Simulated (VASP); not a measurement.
# Si (a cell with a defect) in VASP: notebook

Runs on Si (a cell with a defect). Level: LDA. Tasks: single point.

Everything below comes from runs of VASP 6.6.1. Logs are shortened: lines on timing, memory, paths and dates and some standing lists are left out, and cuts for length are marked.

**1. The cell of the first run**

The cell holds a defect, 31 atoms: a = 9.356 Å, b = 9.356 Å, c = 9.356 Å, α = 109.47°, β = 109.47°, γ = 109.47°.

**2. Single point, LDA**

Input file INCAR:

```
SYSTEM = Si
PREC = Accurate
ENCUT = 520
EDIFF = 1E-6
ISMEAR = 0
SIGMA = 0.02
LREAL = Auto
LASPH = .True.
NELM = 100
ALGO = Normal
ISIF = 2
LWAVE = .False.
LCHARG = .False.
NBANDS = 83
NELECT = 126.0
```

Input file KPOINTS:

```
Automatic mesh
0
Gamma
  2 2 2
  0.5 0.5 0.5
```

Input file POSCAR:

```
Si
1.0
   -5.4019422754     -5.4019422754      5.4019422754
    5.4019422754     -5.4019422754     -5.4019422754
    5.4019422754      5.4019422754      5.4019422754
Si
31
Direct
    0.2499843447      0.7499517384      0.6914827685
    0.0044213727      0.7500055153     -0.0028374054
    0.4979775538      0.4984148039      0.7480985160
    0.2500019310      0.5044191258     -0.0028262057
    0.0292815976      0.5292980477      0.2842248069
    0.7492564329      0.7500013502      0.2517794398
    0.4707189323      0.7500242123      0.5049289424
   -0.0015764700     -0.0020252901      0.7480912039
    0.7507486739      0.2507496250      0.7525295149
    0.5015773701      0.2495524630     -0.0003330284
    0.2500005426      0.2492687688      0.2517766630
    0.0020211249      0.2504309434      0.5001213198
    0.7504285113      0.5020206366      0.5001173397
    0.7495664140      0.0015880399     -0.0003185891
    0.4955789721     -0.0044173926      0.2427355631
    0.2500077622     -0.0292959443      0.5048827553
    0.0128485268      0.7499906133      0.7443646739
    0.5000518077      0.5065938065      0.5003628995
    0.2499971179      0.5128351728      0.7443830006
    0.0025472320      0.5025523898      0.0114040463
    0.7513859447      0.7500014427     -0.0009820542
    0.4974627390      0.7500070888      0.2588524513
    0.0065931841      0.0000510927      0.5003522552
    0.7486148118      0.2486157629      0.4976326778
    0.4934130844      0.2434670592      0.7437632235
    0.2500005426      0.2513857851     -0.0009835351
   -0.0000547025      0.2565326376      0.2503107088
    0.7565119714      0.4999391630      0.2502991389
    0.7434877670     -0.0065731913      0.7437822907
    0.4871429323     -0.0128635214     -0.0184981614
    0.2500020236     -0.0025220558      0.2588360683
```

Potentials or basis: VASP PAW LDA potentials, release 64 (Si).

Run with:

```
cat potpaw_LDA.64/Si/POTCAR > POTCAR
mpirun -np 1 vasp_std > vasp.out
```

OUTCAR:

```text
SYSTEM = Si
   PREC = Accurate
   ENCUT = 520
   EDIFF = 1E-6
   ISMEAR = 0
   LREAL = Auto
   LASPH = .True.
   NELM = 100
   ISIF = 2
   NELECT = 126.0

 ion  position               nearest neighbor table
   1  0.250  0.750  0.691-  19 2.43  17 2.43  30 2.43   5 3.12   7 3.12  16 3.12
   2  0.004  0.750  0.997-  31 2.36  20 2.36  21 2.37  17 2.39
   3  0.498  0.498  0.748-  18 2.35  21 2.36  25 2.36  19 2.36
   4  0.250  0.504  0.997-  22 2.36  20 2.36  26 2.37  19 2.39
   5  0.029  0.529  0.284-  28 2.37  27 2.37  20 2.40   1 3.12
   6  0.749  0.750  0.252-  23 2.36  28 2.36  21 2.37  22 2.38
   7  0.471  0.750  0.505-  29 2.37  18 2.37  22 2.40   1 3.12
[... 22 lines left out ...]
  30  0.487  0.987  0.982-  14 2.36  10 2.36  15 2.39   1 2.43
  31  0.250  0.997  0.259-   2 2.36  15 2.36  11 2.38  16 2.40

  LATTYP: Found a body centered cubic cell.
 ALAT       =    10.8038845508

  Lattice vectors:

 A1 = (  -5.4019422754,  -5.4019422754,   5.4019422754)
 A2 = (   5.4019422754,  -5.4019422754,  -5.4019422754)
 A3 = (   5.4019422754,   5.4019422754,   5.4019422754)

Analysis of symmetry for initial positions (statically):
=====================================================================
 Subroutine PRICEL returns:
 Original cell was already a primitive cell.

 Routine SETGRP: Setting up the symmetry group for a
 body centered cubic supercell.

 Subroutine GETGRP returns: Found  1 space group operations
 (whereof  1 operations were pure point group operations)
 out of a pool of 48 trial point group operations.

The static configuration has the point symmetry C_1 .

Analysis of symmetry for dynamics (positions and initial velocities):
=====================================================================
 Subroutine PRICEL returns:
 Original cell was already a primitive cell.

 Routine SETGRP: Setting up the symmetry group for a
 body centered cubic supercell.

 Subroutine GETGRP returns: Found  1 space group operations
 (whereof  1 operations were pure point group operations)
 out of a pool of 48 trial point group operations.

The dynamic configuration has the point symmetry C_1 .

 Subroutine INISYM returns: Found  1 space group operations
 (whereof  1 operations are pure point group operations),
 and found     1 'primitive' translations

----------------------------------------------------------------------------------------

                                     Primitive cell

  volume of cell :     630.5359

  direct lattice vectors                    reciprocal lattice vectors
    -5.401942275 -5.401942275  5.401942275     0.000000000 -0.092559301  0.092559301
     5.401942275 -5.401942275 -5.401942275     0.092559301 -0.092559301  0.000000000
     5.401942275  5.401942275  5.401942275     0.092559301  0.000000000  0.092559301

  length of vectors
     9.356438481  9.356438481  9.356438481     0.130898619  0.130898619  0.130898619

  position of ions in fractional coordinates (direct lattice)
     0.249984345  0.749951738  0.691482769
     0.004421373  0.750005515  0.997162595
     0.497977554  0.498414804  0.748098516
     0.250001931  0.504419126  0.997173794
     0.029281598  0.529298048  0.284224807
     0.749256433  0.750001350  0.251779440
[... 23 lines left out ...]
     0.487142932  0.987136479  0.981501839
     0.250002024  0.997477944  0.258836068

  ion indices of the primitive-cell ions
   primitive index   ion index
                 1           1
                 2           2
                 3           3
                 4           4
                 5           5
                 6           6
[... 23 lines left out ...]
                30          30
                31          31

----------------------------------------------------------------------------------------

 KPOINTS: Automatic mesh

Automatic generation of k-mesh.
 Grid dimensions read from file:
 generate k-points for:    2    2    2

 Generating k-lattice:

  Cartesian coordinates                     Fractional coordinates (reciprocal lattice)
     0.000000000 -0.046279650  0.046279650     0.500000000  0.000000000  0.000000000
     0.046279650 -0.046279650  0.000000000     0.000000000  0.500000000  0.000000000
     0.046279650  0.000000000  0.046279650     0.000000000  0.000000000  0.500000000

  Length of vectors
     0.065449309  0.065449309  0.065449309

  Shift w.r.t. Gamma in fractional coordinates (k-lattice)
     0.500000000  0.500000000  0.500000000

 Subroutine IBZKPT returns following result:
 ===========================================

 Found      4 irreducible k-points:

 Following reciprocal coordinates:
            Coordinates               Weight
  0.250000  0.250000  0.250000      2.000000
 -0.250000  0.250000  0.250000      2.000000
  0.250000 -0.250000  0.250000      2.000000
  0.250000  0.250000 -0.250000      2.000000
   k-points           NKPTS =      4   k-points in BZ     NKDIM =      4   number of bands    NBANDS=     83
   number of dos      NEDOS =    301   number of ions     NIONS =     31
   total plane-waves  NPLWV = 343000
   dimension x,y,z NGX =    70 NGY =   70 NGZ =   70
   dimension x,y,z NGXF=   140 NGYF=  140 NGZF=  140
   ions per type =              31
   NGX,Y,Z   is equivalent  to a cutoff of  12.44, 12.44, 12.44 a.u.
   NGXF,Y,Z  is equivalent  to a cutoff of  24.88, 24.88, 24.88 a.u.
 SYSTEM =  Si
   PREC   = accura    normal or accurate (medium, high low for compatibility)
   ISTART =      0    job   : 0-new  1-cont  2-samecut
   ICHARG =      2    charge: 1-file 2-atom 10-const
   ISPIN  =      1    spin polarized calculation?
   LNONCOLLINEAR =      F non collinear calculations
   LSORBIT =      F    spin-orbit coupling
   LASPH  =      T    aspherical Exc in radial PAW
   ENCUT  =  520.0 eV  38.22 Ry    6.18 a.u.  17.40 17.40 17.40*2*pi/ulx,y,z
   NELM   =    100;   NELMIN=  2; NELMDL= -5     # of ELM steps
   EDIFF  = 0.1E-05   stopping-criterion for ELM
   LREAL  =      T    real-space projection
   EDIFFG = 0.1E-04   stopping-criterion for IOM
   NSW    =      0    number of steps for IOM
   IBRION =     -1    ionic relax: 0-MD 1-quasi-New 2-CG
   NFREE  =      0    steps in history (QN), initial steepest desc. (CG)
   ISIF   =      2    stress and relaxation
   ISYM   =      2    0-nonsym 1-usesym 2-fastsym
   POTIM  = 0.5000    time-step for ionic-motion
   TEBEG  =    0.0;   TEEND  =   0.0 temperature during run
   PSTRESS=    0.0 pullay stress
   NELECT =     126.0000    total number of electrons
   NUPDOWN=      -1.0000    fix difference up-down
   EMIN   =  10.00;   EMAX   =-10.00  energy-range for DOS
   EFERMI =   0.00;   METHOD = LEGACY
   ISMEAR =     0;   SIGMA  =   0.02  broadening in eV -4-tet -1-fermi 0-gaus
   EFERMI_NEDOS =   21; number of points for ismear=-14 and -15
   IALGO  =     38    algorithm
   IMIX   =      4    mixing-type and parameters
     AMIX     =   0.40;   BMIX     =  1.00
     AMIX_MAG =   1.60;   BMIX_MAG =  1.00
  volume/ion in A,a.u.               =      20.34       137.26
  Fermi-wavevector in a.u.,A,eV,Ry     =   0.957110  1.808675 12.463741  0.916059
  Thomas-Fermi vector in A             =   2.086098
   LORBIT       =      0    0 simple, 1 ext, 2 COOP (PROOUT), +10 PAW based schemes
   GGA     = CA    functional components
   LHFCALC =     F    Hartree Fock is set to
   AEXX    =    0.0000 exact exchange contribution
   IVDW    =     0    specifies the selected vdW correction
   LEPSILON=     F    determine dielectric tensor
   LRPA    =     F    only Hartree local field effects (RPA)
 non-spin polarized calculation
 Gauss-broadening in eV      SIGMA  =   0.02
  energy-cutoff  :      520.00
  volume of cell :      630.54
 maximum number of plane-waves:     17028
 NGX is ok and might be reduce to    70
   NGX = 35   NGY = 35   NGZ = 35

 number of electron     125.9999994 magnetization

 Free energy of the ion-electron system (eV)
  ---------------------------------------------------
  ext. energy  EPLUGINS =         0.00000000
  ---------------------------------------------------
  free energy    TOTEN  =      -169.16551984 eV

  energy without entropy =     -169.15780710  energy(sigma->0) =     -169.16166347

 E-fermi :   5.8474     XC(G=0):  -9.6311

 val. band max:        5.8414941429   @ k =   0.2500   0.2500  -0.2500
 cond. band min:       5.9795024086   @ k =   0.2500   0.2500   0.2500
 fundamental gap:      0.1380082658
 Fermi energy:         5.8474380329

 k-point     1 :       0.2500    0.2500    0.2500
  band No.  band energies     occupation
      1      -5.5165      2.00000
      2      -5.5165      2.00000
      3      -5.4980      2.00000
      4      -5.2876      2.00000
      5      -3.6453      2.00000
      6      -3.6452      2.00000
[... 67 lines left out ...]
     74       7.2273      0.00000
     75       7.2295      0.00000

 k-point     2 :      -0.2500    0.2500    0.2500
  band No.  band energies     occupation
      1      -5.9946      2.00000
      2      -4.9981      2.00000
      3      -4.9606      2.00000
      4      -4.9360      2.00000
      5      -4.8219      2.00000
      6      -4.1058      2.00000
[... 67 lines left out ...]
     74       8.0179      0.00000
     75       8.0904      0.00000

 k-point     3 :       0.2500   -0.2500    0.2500
  band No.  band energies     occupation
      1      -5.9946      2.00000
      2      -4.9981      2.00000
      3      -4.9605      2.00000
      4      -4.9360      2.00000
      5      -4.8220      2.00000
      6      -4.1057      2.00000
[... 67 lines left out ...]
     74       8.0178      0.00000
     75       8.0905      0.00000

 k-point     4 :       0.2500    0.2500   -0.2500
  band No.  band energies     occupation
      1      -5.9946      2.00000
      2      -4.9981      2.00000
      3      -4.9605      2.00000
      4      -4.9360      2.00000
      5      -4.8220      2.00000
      6      -4.1057      2.00000
[... 67 lines left out ...]
     74       8.0178      0.00000
     75       8.0905      0.00000
 [bands above 75 left out]

------------------------ aborting loop because EDIFF is reached ----------------------------------------

  FORCE on cell =-STRESS in cart. coord.  units (eV):
  Direction    XX          YY          ZZ          XY          YZ          ZX
  --------------------------------------------------------------------------------------
  -------------------------------------------------------------------------------------
  Total        7.8045716      7.8171393      7.8267074     -1.8682362     -1.8550575     -1.8654573
  in kB       19.8312386     19.8631730     19.8874853     -4.7471456     -4.7136590     -4.7400845
  external PRESSURE =      19.8606323 kB  Pullay stress =       0.0000000 kB

 VOLUME and BASIS-vectors are now :
 -----------------------------------------------------------------------------
  energy-cutoff  :      520.00
  volume of cell :      630.54
      direct lattice vectors                 reciprocal lattice vectors
    -5.401942275 -5.401942275  5.401942275     0.000000000 -0.092559301  0.092559301
     5.401942275 -5.401942275 -5.401942275     0.092559301 -0.092559301  0.000000000
     5.401942275  5.401942275  5.401942275     0.092559301  0.000000000  0.092559301

 POSITION                                       TOTAL-FORCE (eV/Angst)
 -----------------------------------------------------------------------------------
      6.43615     -1.66625      1.03455         0.083889      0.086236      0.085091
      9.41422      1.31124      1.35901         0.010101      0.009886     -0.005729
      4.04355     -1.34127      4.03882        -0.004195      0.000503     -0.000185
      6.76102      1.31134      4.01233        -0.006185      0.009879      0.010009
      4.23643     -1.48205     -1.16569        -0.015013     -0.048016     -0.015370
      1.36412     -6.73881      1.35607        -0.005435     -0.004538     -0.008591
[... 23 lines left out ...]
      8.00295     -2.66196      2.60108         0.025973      0.005483      0.026239
      5.43604     -5.34060     -2.63960        -0.001117     -0.018501     -0.019961
 -----------------------------------------------------------------------------------
    total drift:                                0.010033      0.001516      0.010348

  FREE ENERGIE OF THE ION-ELECTRON SYSTEM (eV)
  ---------------------------------------------------
  free  energy   TOTEN  =      -169.1655198366 eV

  energy  without entropy=     -169.1578070976  energy(sigma->0) =     -169.16166347
```

Wall time 3.5 min (1 thread of Intel Xeon 6975P-C (Granite Rapids), shared host); peak memory 0.54 GiB.

What came out:

- Free energy: -169.1655 eV
- Largest force: 0.147 eV/Å

Forces in eV/Å, atoms in the order of the input:
```
Si   0.084  0.086  0.085
Si   0.010  0.010 -0.006
Si  -0.004  0.001  0.000
Si  -0.006  0.010  0.010
Si  -0.015 -0.048 -0.015
Si  -0.005 -0.005 -0.009
Si  -0.016 -0.017 -0.048
Si  -0.001  0.000 -0.004
Si  -0.005 -0.008 -0.005
Si   0.000 -0.005  0.000
Si  -0.009 -0.005 -0.006
Si  -0.005 -0.001  0.000
Si   0.000 -0.001 -0.005
Si   0.000 -0.005  0.000
Si   0.011 -0.006  0.010
Si  -0.049 -0.017 -0.017
Si   0.027  0.027  0.006
Si   0.004  0.001 -0.016
Si   0.007  0.027  0.027
Si  -0.018 -0.002 -0.018
Si   0.005  0.005  0.000
Si  -0.020 -0.018 -0.002
Si  -0.016  0.001  0.004
Si   0.006 -0.001  0.006
Si  -0.015  0.004  0.001
Si   0.000  0.005  0.005
Si   0.004 -0.015  0.002
Si   0.002 -0.015  0.004
Si   0.001  0.004 -0.015
Si   0.026  0.005  0.026
Si  -0.001 -0.019 -0.020
```

Levels at points of the mesh, in eV from the Fermi level:
| k point | band 62 | band 63 | band 64 | band 65 | band 66 | band 67 |
| --- | --- | --- | --- | --- | --- | --- |
| (0.25, 0.25, 0.25) | 0.13 | 0.13 | 0.22 | 1.10 | 1.10 | 1.20 |

Caveat: the k points lie up to 0.41 Å⁻¹ apart; the cell carries a net charge on a neutralising background, which shifts energy and pressure; the cell is charged against a uniform background, so pressure and absolute levels hang on convention.

**3. Single point, LDA**

Input file INCAR:

```
ALGO     = Normal         # electronic algorithm
EDIFF    = 1E-6           # SCF threshold, eV
ENCUT    = 520            # plane-wave cutoff, eV
ISIF     = 2              # what is computed and relaxed
ISMEAR   = 0              # smearing method
LASPH    = True           # aspherical terms in the spheres
LCHARG   = True           # write CHGCAR
LELF     = True           # ELF
LREAL    = Auto         
LVHAR    = True         
LWAVE    = False          # write WAVECAR
NBANDS   = 83             # bands
NELECT   = 126.0        
NELM     = 100            # most SCF steps
PREC     = Accurate       # precision mode
SIGMA    = 0.02           # smearing width, eV
```

KPOINTS is that of step 2.

Input file POSCAR:

```
Si
1.0
   -5.4019422754     -5.4019422754      5.4019422754
    5.4019422754     -5.4019422754     -5.4019422754
    5.4019422754      5.4019422754      5.4019422754
Si
31
Direct
    0.2499947114      0.7499595133      0.6677787018
    0.0061732426      0.7500033865     -0.0047239490
    0.4983812049      0.4990629041      0.7475408463
    0.2499999873      0.5061709031     -0.0047135824
    0.0254738005      0.5254900655      0.2872679716
    0.7490797372      0.7500007022      0.2516037623
    0.4745275624      0.7500199546      0.5117886973
   -0.0009292028     -0.0016208059      0.7475340894
    0.7509226854      0.2509237291      0.7525268307
    0.5009292699      0.2493088470     -0.0015366695
    0.2499998021      0.2490912400      0.2515998748
    0.0016182143      0.2506794651      0.4991594435
    0.7506767554      0.5016169855      0.4991553709
    0.7493213170      0.0009386439     -0.0015235261
    0.4938269171     -0.0061697253      0.2391004817
    0.2500037822     -0.0254839821      0.5117400111
    0.0159522253      0.7499920942      0.7389405137
    0.5016494738      0.5054379260      0.5002213764
    0.2499988765      0.5159405373      0.7389607842
    0.0041754426      0.5041799525      0.0138066081
    0.7516623268      0.7500007022     -0.0023436015
    0.4958272161      0.7500053302      0.2596280057
    0.0054381366      0.0016487588      0.5002115651
    0.7483375967      0.2483384552      0.4959944708
    0.4945647072      0.2462145895      0.7447754520
    0.2499999873      0.2516620746     -0.0023459155
   -0.0016516282      0.2537843668      0.2485706865
    0.7537654592      0.4983429779      0.2485599497
    0.7462346494     -0.0054214759      0.7447937788
    0.4840447874     -0.0159618514     -0.0270165790
    0.2500008203     -0.0041562828      0.2596112525
```

Potentials or basis: VASP PAW LDA potentials, release 64 (Si).

Run with:

```
cat potpaw_LDA.64/Si/POTCAR > POTCAR
mpirun -np 1 vasp_std > vasp.out
```

Wall time 4.1 min (1 thread of Intel Xeon 6975P-C (Granite Rapids), shared host); peak memory 0.54 GiB.

The run converged. Its results:

- Free energy: -169.1036 eV
- Largest force: 0.134 eV/Å

Forces on the atoms (eV/Å):
```
Si  -0.079 -0.077 -0.078
Si  -0.004 -0.003 -0.001
Si  -0.008  0.014 -0.001
Si  -0.001 -0.003 -0.004
Si   0.014  0.036  0.013
Si   0.007  0.007  0.012
Si   0.015  0.014  0.035
Si  -0.001  0.014 -0.008
Si   0.007  0.012  0.007
Si  -0.001 -0.008  0.013
Si   0.012  0.007  0.006
Si  -0.008 -0.002  0.014
Si   0.014 -0.002 -0.008
Si   0.013 -0.008 -0.002
Si  -0.004 -0.001 -0.004
Si   0.034  0.013  0.013
Si   0.013  0.012 -0.030
Si  -0.010  0.005 -0.004
Si  -0.030  0.012  0.014
Si   0.001 -0.018  0.001
Si   0.011  0.012  0.005
Si   0.000  0.000 -0.018
Si  -0.005  0.005 -0.009
Si   0.012  0.003  0.012
Si  -0.005 -0.008  0.006
Si   0.005  0.012  0.011
Si  -0.009 -0.005  0.006
Si   0.005 -0.005 -0.009
Si   0.005 -0.008 -0.005
Si   0.012 -0.029  0.013
Si  -0.018  0.000  0.000
```

Levels at points of the mesh, in eV from the Fermi level:
| k point | band 59 | band 60 | band 61 | band 62 | band 63 | band 64 | band 65 | band 66 | band 67 | band 68 |
| --- | --- | --- | --- | --- | --- | --- | --- | --- | --- | --- |
| (0.25, 0.25, 0.25) | -0.89 | -0.86 | -0.86 | -0.01 | -0.01 | 0.25 | 0.98 | 0.98 | 1.11 | 1.11 |

Caveat: the cell carries a net charge on a neutralising background, which shifts energy and pressure; the cell is charged against a uniform background, so pressure and absolute levels hang on convention.
